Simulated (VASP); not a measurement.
Write the native input for VASP 6.6.1 that does the following.

* Task: single point
* Functional: PBE
* Potentials or basis: VASP PAW PBE potentials, release 64 (Al, Pd)
* Cutoff: 520 eV
* k mesh: 10 × 10 × 10
* Occupations: fermi-dirac, width 0.5 eV
* Spin: no spin polarisation
* Dipole correction: no
* Further INCAR settings: ALGO = Normal; EDIFF = 1e-07; NBANDS = 18

The structure of Al3Pd lies in POSCAR:

```
Al3Pd
1.0
    3.9469100000      0.0000000000      0.0000000000
    0.0000000000      3.9469100000      0.0000000000
    0.0000000000      0.0000000000      3.9469100000
Al Pd
3 1
Direct
    0.0000000000      0.5000000000      0.5000000000
    0.5000000000      0.0000000000      0.5000000000
    0.5000000000      0.5000000000      0.0000000000
    0.0000000000      0.0000000000      0.0000000000
```

These files were run (other wordings do the same):

INCAR

```
ALGO = Normal ; EDIFF = 1E-7
ENCUT = 520 ; GGA = PE
ISIF = 2 ; ISMEAR = -1
LASPH = T ; LCHARG = T
LELF = T ; LREAL = F
LVHAR = T ; LWAVE = F
NBANDS = 18 ; NELM = 100
PREC = Accurate ; SIGMA = 0.5
```

KPOINTS

```
k-points
0
Gamma
  10 10 10
```

Potentials or basis: VASP PAW PBE potentials, release 64 (Al, Pd).

Run with:

```bash
$ cat potpaw_PBE.64/Al/POTCAR potpaw_PBE.64/Pd/POTCAR > POTCAR
$ mpirun -np 1 vasp_std > vasp.out
```

Results of the run:

```
Pressure : 2.2 GPa
```

Wall time 41 s on 1 thread of Intel(R) Xeon(R) Platinum 8259CL CPU @ 2.50GHz (Skylake/Cascade Lake), with other jobs on the host, peak memory 0.2 GiB.
